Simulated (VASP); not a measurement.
# SnTe in VASP: further runs

Runs on SnTe. Level: LDA. Tasks: single point.

Everything below comes from runs of VASP 6.6.1. Logs are shortened: lines on timing, memory, paths and dates and some standing lists are left out, and cuts for length are marked.

## (1) The cell of the first run

It takes space group I4/mmm (No. 139, tetragonal). The conventional cell has a = 4.464 Å, b = 4.464 Å, c = 6.187 Å, α = 90.00°, β = 90.00°, γ = 90.00°. Sn (site symmetry 4/mmm) has 6 Te at 3.09 to 3.16 Å within 4.1 Å. Within 4.1 Å of Te (site symmetry 4/mmm) lie 6 Sn at 3.09 to 3.16 Å.

## (2) Single point, LDA (zz strain of -2 %)

File INCAR:

```
SYSTEM = SnTe
  PREC = Accurate
  ENCUT = 520
  EDIFF = 1E-6
  ISMEAR = -1
  SIGMA = 0.08
  LREAL = .FALSE.
  LASPH = .TRUE.
  NELM = 100
  ALGO = Normal
  ISIF = 2
  LWAVE = .FALSE.
  LCHARG = .TRUE.
  GGA = CA
  LELF = .TRUE.
  LVHAR = .TRUE.
  NBANDS = 17
```

File KPOINTS:

```
Automatic mesh
0
G
  11 11 11
  0 0 0
```

File POSCAR:

```
SnTe
1.0
    0.0000000000      3.1565000000      3.0933700000
    3.1565000000      0.0000000000      3.0933700000
    3.1565000000      3.1565000000      0.0000000000
Sn Te
1 1
Direct
    0.0000000000      0.0000000000      0.0000000000
    0.5000000000      0.5000000000      0.5000000000
```

Potentials or basis: VASP PAW LDA potentials, release 64 (Sn_d, Te).

On the command line:

```bash
$ cat potpaw_LDA.64/Sn_d/POTCAR potpaw_LDA.64/Te/POTCAR > POTCAR
$ mpirun -np 1 vasp_std > vasp.out
```

OUTCAR:

```text
SYSTEM = SnTe
   PREC = Accurate
   ENCUT = 520
   EDIFF = 1E-6
   ISMEAR = -1
   LREAL = .FALSE.
   LASPH = .TRUE.
   NELM = 100
   ISIF = 2
   GGA = CA

 ion  position               nearest neighbor table
   1  0.000  0.000  0.000-   2 3.09   2 3.09   2 3.16   2 3.16   2 3.16   2 3.16
   2  0.500  0.500  0.500-   1 3.09   1 3.09   1 3.16   1 3.16   1 3.16   1 3.16

  LATTYP: Found a body centered tetragonal cell.
 ALAT       =     4.4639651096
 C/A-ratio  =     1.3859292911

  Lattice vectors:

 A1 = (   0.0000000000,  -3.1565000000,  -3.0933700000)
 A2 = (   0.0000000000,   3.1565000000,  -3.0933700000)
 A3 = (   3.1565000000,   0.0000000000,   3.0933700000)

Analysis of symmetry for initial positions (statically):
=====================================================================
 Subroutine PRICEL returns:
 Original cell was already a primitive cell.

 Routine SETGRP: Setting up the symmetry group for a
 body centered tetragonal supercell.

 Subroutine GETGRP returns: Found 16 space group operations
 (whereof 16 operations were pure point group operations)
 out of a pool of 16 trial point group operations.

The static configuration has the point symmetry D_4h.

Analysis of symmetry for dynamics (positions and initial velocities):
=====================================================================
 Subroutine PRICEL returns:
 Original cell was already a primitive cell.

 Routine SETGRP: Setting up the symmetry group for a
 body centered tetragonal supercell.

 Subroutine GETGRP returns: Found 16 space group operations
 (whereof 16 operations were pure point group operations)
 out of a pool of 16 trial point group operations.

The dynamic configuration has the point symmetry D_4h.

 Subroutine INISYM returns: Found 16 space group operations
 (whereof 16 operations are pure point group operations),
 and found     1 'primitive' translations

----------------------------------------------------------------------------------------

                                     Primitive cell

  volume of cell :      61.6415

  direct lattice vectors                    reciprocal lattice vectors
     0.000000000  3.156500000  3.093370000    -0.158403295  0.158403295  0.161636015
     3.156500000  0.000000000  3.093370000     0.158403295 -0.158403295  0.161636015
     3.156500000  3.156500000  0.000000000     0.158403295  0.158403295 -0.161636015

  length of vectors
     4.419550906  4.419550906  4.463965110     0.276241577  0.276241577  0.276241577

  position of ions in fractional coordinates (direct lattice)
     0.000000000  0.000000000  0.000000000
     0.500000000  0.500000000  0.500000000

  ion indices of the primitive-cell ions
   primitive index   ion index
                 1           1
                 2           2

----------------------------------------------------------------------------------------

 KPOINTS: Automatic mesh

Automatic generation of k-mesh.
 Grid dimensions read from file:
 generate k-points for:   11   11   11

 Generating k-lattice:

  Cartesian coordinates                     Fractional coordinates (reciprocal lattice)
    -0.014400300  0.014400300  0.014694183     0.090909091  0.000000000  0.000000000
     0.014400300 -0.014400300  0.014694183     0.000000000  0.090909091  0.000000000
     0.014400300  0.014400300 -0.014694183    -0.000000000 -0.000000000  0.090909091

  Length of vectors
     0.025112871  0.025112871  0.025112871

  Shift w.r.t. Gamma in fractional coordinates (k-lattice)
     0.000000000  0.000000000  0.000000000

 Subroutine IBZKPT returns following result:
 ===========================================

 Found    126 irreducible k-points:

 Following reciprocal coordinates:
            Coordinates               Weight
  0.000000  0.000000  0.000000      1.000000
  0.090909  0.000000  0.000000      8.000000
  0.181818  0.000000  0.000000      8.000000
  0.272727  0.000000  0.000000      8.000000
  0.363636  0.000000  0.000000      8.000000
  0.454545 -0.000000  0.000000      8.000000
[... 16 lines left out ...]
 -0.272727  0.181818  0.000000      8.000000
 -0.181818  0.181818  0.000000      4.000000
 [... further k-points ...]
   k-points           NKPTS =    126   k-points in BZ     NKDIM =    126   number of bands    NBANDS=     17
   number of dos      NEDOS =    301   number of ions     NIONS =      2
   total plane-waves  NPLWV =  46656
   dimension x,y,z NGX =    36 NGY =   36 NGZ =   36
   dimension x,y,z NGXF=    72 NGYF=   72 NGZF=   72
   ions per type =               1   1
   NGX,Y,Z   is equivalent  to a cutoff of  13.54, 13.54, 13.41 a.u.
   NGXF,Y,Z  is equivalent  to a cutoff of  27.08, 27.08, 26.81 a.u.
 SYSTEM =  SnTe
   PREC   = accura    normal or accurate (medium, high low for compatibility)
   ISTART =      0    job   : 0-new  1-cont  2-samecut
   ICHARG =      2    charge: 1-file 2-atom 10-const
   ISPIN  =      1    spin polarized calculation?
   LNONCOLLINEAR =      F non collinear calculations
   LSORBIT =      F    spin-orbit coupling
   LASPH  =      T    aspherical Exc in radial PAW
   ENCUT  =  520.0 eV  38.22 Ry    6.18 a.u.   8.22  8.22  8.30*2*pi/ulx,y,z
   NELM   =    100;   NELMIN=  2; NELMDL= -5     # of ELM steps
   EDIFF  = 0.1E-05   stopping-criterion for ELM
   LREAL  =      F    real-space projection
   EDIFFG = 0.1E-04   stopping-criterion for IOM
   NSW    =      0    number of steps for IOM
   IBRION =     -1    ionic relax: 0-MD 1-quasi-New 2-CG
   NFREE  =      0    steps in history (QN), initial steepest desc. (CG)
   ISIF   =      2    stress and relaxation
   ISYM   =      2    0-nonsym 1-usesym 2-fastsym
   POTIM  = 0.5000    time-step for ionic-motion
   TEBEG  =    0.0;   TEEND  =   0.0 temperature during run
   PSTRESS=    0.0 pullay stress
   NELECT =      20.0000    total number of electrons
   NUPDOWN=      -1.0000    fix difference up-down
   EMIN   =  10.00;   EMAX   =-10.00  energy-range for DOS
   EFERMI =   0.00;   METHOD = LEGACY
   ISMEAR =    -1;   SIGMA  =   0.08  broadening in eV -4-tet -1-fermi 0-gaus
   EFERMI_NEDOS =   21; number of points for ismear=-14 and -15
   IALGO  =     38    algorithm
   IMIX   =      4    mixing-type and parameters
     AMIX     =   0.40;   BMIX     =  1.00
     AMIX_MAG =   1.60;   BMIX_MAG =  1.00
  volume/ion in A,a.u.               =      30.82       207.99
  Fermi-wavevector in a.u.,A,eV,Ry     =   1.124934  2.125817 17.217851  1.265476
  Thomas-Fermi vector in A             =   2.261608
   LORBIT       =      0    0 simple, 1 ext, 2 COOP (PROOUT), +10 PAW based schemes
   GGA     = CA    functional components
   LHFCALC =     F    Hartree Fock is set to
   AEXX    =    0.0000 exact exchange contribution
   IVDW    =     0    specifies the selected vdW correction
   LEPSILON=     F    determine dielectric tensor
   LRPA    =     F    only Hartree local field effects (RPA)
 non-spin polarized calculation
  energy-cutoff  :      520.00
  volume of cell :       61.64
 maximum number of plane-waves:      1679
 NGX is ok and might be reduce to    36
   NGX = 17   NGY = 17   NGZ = 17

 number of electron      19.9999996 magnetization

 Free energy of the ion-electron system (eV)
  ---------------------------------------------------
  ext. energy  EPLUGINS =         0.00000000
  ---------------------------------------------------
  free energy    TOTEN  =        -8.82406669 eV

  energy without entropy =       -8.82188431  energy(sigma->0) =       -8.82297550

 E-fermi :   6.9047     XC(G=0):  -9.8034

 val. band max:        6.7376996343   @ k =   0.4545  -0.0000   0.0000
 cond. band min:       7.1524940121   @ k =   0.4545  -0.0000   0.0000
 fundamental gap:      0.4147943779
 Fermi energy:         6.9046685231

 k-point     1 :       0.0000    0.0000    0.0000
  band No.  band energies     occupation
      1     -14.8745      2.00000
      2     -14.8691      2.00000
      3     -14.8648      2.00000
      4     -14.8601      2.00000
      5     -14.8601      2.00000
      6      -6.0060      2.00000
[... 9 lines left out ...]
     16      11.7721      0.00000
     17      13.6521      0.00000

 k-point     2 :       0.0909    0.0000    0.0000
  band No.  band energies     occupation
      1     -14.8747      2.00000
      2     -14.8696      2.00000
      3     -14.8645      2.00000
      4     -14.8598      2.00000
      5     -14.8596      2.00000
      6      -5.9344      2.00000
[... 9 lines left out ...]
     16      11.9004      0.00000
     17      14.2400      0.00000

 k-point     3 :       0.1818    0.0000    0.0000
  band No.  band energies     occupation
      1     -14.8756      2.00000
      2     -14.8709      2.00000
      3     -14.8636      2.00000
      4     -14.8589      2.00000
      5     -14.8581      2.00000
      6      -5.7258      2.00000
[... 9 lines left out ...]
     16      12.3659      0.00000
     17      15.4765      0.00000

 k-point     4 :       0.2727    0.0000    0.0000
  band No.  band energies     occupation
      1     -14.8769      2.00000
      2     -14.8727      2.00000
      3     -14.8625      2.00000
      4     -14.8574      2.00000
      5     -14.8560      2.00000
      6      -5.4031      2.00000
[... 9 lines left out ...]
     16      13.1159      0.00000
     17      16.9979      0.00000
[... 343 lines left out ...]
      1     -14.8777      2.00000
      2     -14.8774      2.00000
      3     -14.8607      2.00000
      4     -14.8551      2.00000
      5     -14.8526      2.00000
      6      -4.6567      2.00000
[... 9 lines left out ...]
     16      14.1670      0.00000
     17      17.4115      0.00000

 k-point    23 :      -0.2727    0.1818    0.0000
  band No.  band energies     occupation
      1     -14.8781      2.00000
      2     -14.8750      2.00000
      3     -14.8598      2.00000
      4     -14.8569      2.00000
      5     -14.8545      2.00000
      6      -4.9713      2.00000
[... 9 lines left out ...]
     16      15.5746      0.00000
     17      16.2257      0.00000

 k-point    24 :      -0.1818    0.1818    0.0000
  band No.  band energies     occupation
      1     -14.8778      2.00000
      2     -14.8726      2.00000
      3     -14.8600      2.00000
      4     -14.8585      2.00000
      5     -14.8563      2.00000
      6      -5.3111      2.00000
[... 9 lines left out ...]
     16      14.8714      0.00000
     17      15.2584      0.00000

 [... further k-points ...]

------------------------ aborting loop because EDIFF is reached ----------------------------------------

  FORCE on cell =-STRESS in cart. coord.  units (eV):
  Direction    XX          YY          ZZ          XY          YZ          ZX
  --------------------------------------------------------------------------------------
  -------------------------------------------------------------------------------------
  Total       -0.6409655     -0.6409655      0.4390446      0.0000000      0.0000000     -0.0000000
  in kB      -16.6598775    -16.6598775     11.4115803      0.0000000      0.0000000     -0.0000000
  external PRESSURE =      -7.3027249 kB  Pullay stress =       0.0000000 kB

 VOLUME and BASIS-vectors are now :
 -----------------------------------------------------------------------------
  energy-cutoff  :      520.00
  volume of cell :       61.64
      direct lattice vectors                 reciprocal lattice vectors
     0.000000000  3.156500000  3.093370000    -0.158403295  0.158403295  0.161636015
     3.156500000  0.000000000  3.093370000     0.158403295 -0.158403295  0.161636015
     3.156500000  3.156500000  0.000000000     0.158403295  0.158403295 -0.161636015

 POSITION                                       TOTAL-FORCE (eV/Angst)
 -----------------------------------------------------------------------------------
      0.00000      0.00000      0.00000         0.000000     -0.000000     -0.000000
      3.15650      3.15650      3.09337        -0.000000      0.000000      0.000000
 -----------------------------------------------------------------------------------
    total drift:                               -0.000000      0.000000      0.000000

  FREE ENERGIE OF THE ION-ELECTRON SYSTEM (eV)
  ---------------------------------------------------
  free  energy   TOTEN  =        -8.8240666851 eV

  energy  without entropy=       -8.8218843057  energy(sigma->0) =       -8.82297550
```

It took 49 s on 1 thread of Intel Xeon 6975P-C (Granite Rapids), shared host; peak memory 0.26 GiB.

Results:

| Property | Result |
| --- | --- |
| Free energy | -8.8241 eV |
| Pressure | -0.7 GPa |
| Band gap on the k mesh | 0.41 eV |

Stress tensor (GPa, compression positive):
```
-1.67  0.00  0.00
 0.00 -1.67  0.00
 0.00  0.00  1.14
```

Caveat: the cell differs from its parent crystal (zz strain of -2 %); spin-orbit coupling is left out, which moves the levels of the heavy elements; an odd mesh through Γ misses points on the zone boundary, where band edges can lie.

## (3) Single point, LDA (zz strain of +1 %)

File INCAR:

```
SYSTEM = SnTe
PREC = Accurate ; ENCUT = 520
EDIFF = 1E-7 ; ISMEAR = -1
SIGMA = 0.08 ; LREAL = .False.
LASPH = .True. ; NELM = 80
ALGO = Normal ; ISIF = 2
LWAVE = .False. ; LCHARG = .False.
NBANDS = 17
```

File KPOINTS:

```
regular mesh
0
Gamma
  11 11 11
  0 0 0
```

File POSCAR:

```
SnTe
1.0
    0.0000000000      3.1565000000      3.1880650000
    3.1565000000      0.0000000000      3.1880650000
    3.1565000000      3.1565000000      0.0000000000
Sn Te
1 1
Direct
    0.0000000000      0.0000000000      0.0000000000
    0.5000000000      0.5000000000      0.5000000000
```

Potentials or basis: VASP PAW LDA potentials, release 64 (Sn_d, Te).

On the command line:

```bash
$ cat potpaw_LDA.64/Sn_d/POTCAR potpaw_LDA.64/Te/POTCAR > POTCAR
$ mpirun -np 1 vasp_std > vasp.out
```

OUTCAR:

```text
SYSTEM = SnTe
   PREC = Accurate
   ENCUT = 520
   EDIFF = 1E-7
   ISMEAR = -1
   LREAL = .False.
   LASPH = .True.
   NELM = 80
   ISIF = 2

 ion  position               nearest neighbor table
   1  0.000  0.000  0.000-   2 3.16   2 3.16   2 3.16   2 3.16   2 3.19   2 3.19
   2  0.500  0.500  0.500-   1 3.16   1 3.16   1 3.16   1 3.16   1 3.19   1 3.19

  LATTYP: Found a body centered tetragonal cell.
 ALAT       =     4.4639651096
 C/A-ratio  =     1.4283556980

  Lattice vectors:

 A1 = (  -3.1565000000,   0.0000000000,   3.1880650000)
[... 667 lines left out ...]

  FORCE on cell =-STRESS in cart. coord.  units (eV):
  Direction    XX          YY          ZZ          XY          YZ          ZX
  --------------------------------------------------------------------------------------
  -------------------------------------------------------------------------------------
  Total       -0.6783946     -0.6783946     -1.1355493      0.0000000      0.0000000     -0.0000000
  in kB      -17.1089849    -17.1089849    -28.6383389      0.0000000      0.0000000     -0.0000000
  external PRESSURE =     -20.9521029 kB  Pullay stress =       0.0000000 kB

 VOLUME and BASIS-vectors are now :
 -----------------------------------------------------------------------------
  energy-cutoff  :      520.00
  volume of cell :       63.53
      direct lattice vectors                 reciprocal lattice vectors
     0.000000000  3.156500000  3.188065000    -0.158403295  0.158403295  0.156834945
     3.156500000  0.000000000  3.188065000     0.158403295 -0.158403295  0.156834945
     3.156500000  3.156500000  0.000000000     0.158403295  0.158403295 -0.156834945

 POSITION                                       TOTAL-FORCE (eV/Angst)
 -----------------------------------------------------------------------------------
      0.00000      0.00000      0.00000        -0.000000      0.000000      0.000000
      3.15650      3.15650      3.18806         0.000000     -0.000000     -0.000000
 -----------------------------------------------------------------------------------
    total drift:                               -0.000000      0.000000      0.000000

  FREE ENERGIE OF THE ION-ELECTRON SYSTEM (eV)
  ---------------------------------------------------
  free  energy   TOTEN  =        -8.8130824721 eV

  energy  without entropy=       -8.8114134317  energy(sigma->0) =       -8.81224795
```

Wall time 48 s (1 thread of Intel Xeon 6975P-C (Granite Rapids), shared host); peak memory 0.27 GiB.

What came out:

```
Free energy            : -8.8131 eV
Pressure               : -2.1 GPa
Band gap on the k mesh : 0.41 eV
```

Caveat: the cell differs from its parent crystal (zz strain of +1 %); spin-orbit coupling is left out, which moves the levels of the heavy elements; an odd mesh through Γ misses points on the zone boundary, where band edges can lie.

## (4) Single point, LDA (zz strain of +3 %)

File INCAR:

```
SYSTEM = SnTe
  PREC = Accurate
  ENCUT = 520
  EDIFF = 1E-6
  ISMEAR = -1
  SIGMA = 0.08
  LREAL = .FALSE.
  LASPH = .TRUE.
  NELM = 100
  ALGO = Normal
  ISIF = 2
  LWAVE = .FALSE.
  LCHARG = .FALSE.
  GGA = CA
  NBANDS = 17
```

File KPOINTS:

```
Automatic mesh
0
G
  11 11 11
  0 0 0
```

File POSCAR:

```
SnTe
1.0
    0.0000000000      3.1565000000      3.2511950000
    3.1565000000      0.0000000000      3.2511950000
    3.1565000000      3.1565000000      0.0000000000
Sn Te
1 1
Direct
    0.0000000000      0.0000000000      0.0000000000
    0.5000000000      0.5000000000      0.5000000000
```

On the command line:

```bash
$ cat potpaw_LDA.64/Sn_d/POTCAR potpaw_LDA.64/Te/POTCAR > POTCAR
$ mpirun -np 1 vasp_std > vasp.out
```

It took 45 s on 1 thread of Intel Xeon 6975P-C (Granite Rapids), shared host; peak memory 0.27 GiB.

Results (log left out):

* Free energy: -8.7831 eV
* Pressure: -2.8 GPa
* Band gap on the k mesh: 0.37 eV

Stress tensor (GPa, compression positive):
```
-1.77  0.00  0.00
 0.00 -1.77  0.00
 0.00  0.00 -4.78
```

Levels at points of the mesh, in eV from the valence-band top:
```
           k point  band 8  band 9  band 10  band 11  band 12  band 13
(0.00, 0.00, 0.00)   -1.92   -1.92    -1.61     2.98     3.65     3.65
```

Caveat: the cell differs from its parent crystal (zz strain of +3 %); spin-orbit coupling is left out, which moves the levels of the heavy elements; an odd mesh through Γ misses points on the zone boundary, where band edges can lie.

## (5) Single point, LDA (equal xy, yz and zx shear strains of +2 %)

File INCAR:

```
  PREC = Accurate
  ENCUT = 520
  EDIFF = 1E-6
  ISMEAR = -1
  SIGMA = 0.08
  LREAL = False
  LASPH = True
  NELM = 100
  ALGO = Normal
  ISIF = 2
  LWAVE = False
  LCHARG = False
  GGA = CA
  NBANDS = 17
```

File KPOINTS:

```
Automatic mesh
0
Gamma
  11 11 11
```

File POSCAR:

```
SnTe
1.0
    0.0631300000      3.1880650000      3.1880650000
    3.1880650000      0.0631300000      3.1880650000
    3.1880650000      3.1880650000      0.0631300000
Sn Te
1 1
Direct
    0.0000000000      0.0000000000      0.0000000000
    0.5000000000      0.5000000000      0.5000000000
```

On the command line:

```bash
$ cat potpaw_LDA.64/Sn_d/POTCAR potpaw_LDA.64/Te/POTCAR > POTCAR
$ mpirun -np 1 vasp_std > vasp.out
```

Wall time 50 s (1 thread of Intel Xeon 6975P-C (Granite Rapids), shared host); peak memory 0.28 GiB.

Results (log left out):

```
Free energy            : -8.8180 eV
Pressure               : -1.7 GPa
Band gap on the k mesh : 0.18 eV (least direct gap 0.39 eV)
```

Stress tensor (GPa, compression positive):
```
-1.70 -0.34 -0.34
-0.34 -1.70 -0.34
-0.34 -0.34 -1.70
```

Levels at points of the mesh, in eV from the valence-band top:
```
           k point  band 6  band 7  band 8  band 9  band 10  band 11  band 12  band 13  band 14  band 15
(0.00, 0.00, 0.00)  -12.73   -4.77   -2.25   -1.96    -1.96     3.30     3.30     3.39     4.60     4.96
```

Caveat: the cell differs from its parent crystal (equal xy, yz and zx shear strains of +2 %); spin-orbit coupling is left out, which moves the levels of the heavy elements; an odd mesh through Γ misses points on the zone boundary, where band edges can lie.

## (6) The runs side by side

```tsv
cell	gap on the mesh (eV)	pressure (GPa)
a = 4.420, b = 4.420, c = 4.464 Å, angles 59.7, 59.7, 60.7°, 2 atoms	0.41	-0.7
a = 4.486, b = 4.486, c = 4.464 Å, angles 60.2, 60.2, 59.7°, 2 atoms	0.41	-2.1
a = 4.531, b = 4.531, c = 4.464 Å, angles 60.5, 60.5, 59.0°, 2 atoms	0.37	-2.8
a = 4.509 Å, angles 58.7°, 2 atoms	0.18	-1.7
```

Alike in all rows: task single point; level LDA; potentials or basis VASP PAW LDA potentials, release 64 (Sn_d, Te); no spin polarisation; k mesh 11 × 11 × 11; cutoff (eV) 520; smearing fermi-dirac 0.08 eV.

Caveats: spin-orbit coupling is left out, which moves the levels of the heavy elements; an odd mesh through Γ misses points on the zone boundary, where band edges can lie.

Absolute energies hang on the potentials; compare differences alone.
